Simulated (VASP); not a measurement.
CsI: single point with PBE

The system is CsI.

```
CELL_PARAMETERS angstrom
3.57500 0.00000 0.00000
0.00000 3.57500 0.00000
0.00000 0.00000 3.57500
ATOMIC_POSITIONS crystal
Cs 0.00000 0.00000 0.00000
I 0.50000 0.50000 0.50000
```

| Item | Value |
| --- | --- |
| Program | VASP 6.6.1 |
| Task | single point |
| Functional | PBE |
| Potentials or basis | VASP PAW PBE potentials, release 64 (Cs_sv, I) |
| Cutoff | 500 eV |
| k mesh | 6 × 6 × 6 |
| Occupations | fermi-dirac, width 0.03 eV |
| Spin | no spin polarisation |
| Dipole correction | no |
| Further INCAR settings | ALGO = Normal; EDIFF = 1e-06; NBANDS = 15 |

```yaml
Pressure: 58.8 GPa
Band_gap_on_the_k_mesh: 0.67 eV, direct
```

Levels at points of the mesh, in eV from the valence-band top:
```csv
k point,band 4,band 5,band 6,band 7,band 8,band 9,band 10,band 11,band 12,band 13
"(0.00, 0.00, 0.00)",-8.39,-8.39,0.00,0.00,0.00,0.67,0.67,8.07,8.07,8.07
"(0.50, 0.00, 0.00)",-7.56,-7.27,-4.75,-2.12,-2.12,2.59,4.45,9.35,9.43,9.71
"(0.50, 0.50, 0.00)",-10.88,-7.22,-1.46,-1.46,-0.93,2.63,4.29,4.48,4.48,12.26
"(0.50, 0.50, 0.50)",-9.59,-9.59,-5.53,-5.53,-5.53,10.28,10.28,10.28,12.07,12.07
```

Wall time 10 s on 1 thread of Intel(R) Xeon(R) 6975P-C (Granite Rapids), on a shared host, peak memory 0.16 GiB.

Caveat: spin-orbit coupling is left out, which moves the levels of the heavy elements. A k mesh can miss the band edges.
